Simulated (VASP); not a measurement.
Wanted: the native input for a VASP 6.6.1 run.

```
Task                   : single point
Functional             : LDA
Potentials or basis    : VASP PAW LDA potentials, release 64 (K_sv, Ba_sv)
Cutoff                 : 500 eV
k mesh                 : 4 × 4 × 4
Occupations            : gaussian, width 0.1 eV
Spin                   : no spin polarisation
Dipole correction      : no
Further INCAR settings : ALGO = Normal; EDIFF = 1e-06; NBANDS = 26
```

The structure of K3Ba lies in POSCAR:

```
K3Ba
1.0
    6.5628970000      0.0000000000      0.0000000000
    0.0000000000      6.5628970000      0.0000000000
    0.0000000000      0.0000000000      6.5628970000
K Ba
3 1
Direct
    0.0000000000      0.5000000000      0.5000000000
    0.5000000000      0.0000000000      0.5000000000
    0.5000000000      0.5000000000      0.0000000000
    0.0000000000      0.0038092934      0.0000000000
```

The input as run:

INCAR

```
SYSTEM = K3Ba
  PREC = Accurate
  ENCUT = 500
  EDIFF = 1E-6
  ISMEAR = 0
  SIGMA = 0.1
  LREAL = .False.
  LASPH = .True.
  NELM = 120
  ALGO = Normal
  ISIF = 2
  LWAVE = .False.
  LCHARG = .False.
  GGA = CA
  NBANDS = 26
  GGA_COMPAT = .False.
```

KPOINTS

```
Automatic mesh
0
Gamma
  4 4 4
  0 0 0
```

Potentials or basis: VASP PAW LDA potentials, release 64 (K_sv, Ba_sv).

Launch:

```bash
$ cat potpaw_LDA.64/K_sv/POTCAR potpaw_LDA.64/Ba_sv/POTCAR > POTCAR
$ mpirun -np 1 vasp_std > vasp.out
```

Results of the run:

The pressure is -0.6 GPa and the largest force is 0.020 eV/Å. The band gap on the k mesh is zero (an odd number of electrons rules out a gap without spin polarisation).

Caveat: spin-orbit coupling is left out, which moves the levels of the heavy elements.

Wall time 55 s on 1 thread of AMD EPYC 9R45 96-Core Processor (Zen 5), with other jobs on the host, peak memory 0.29 GiB.
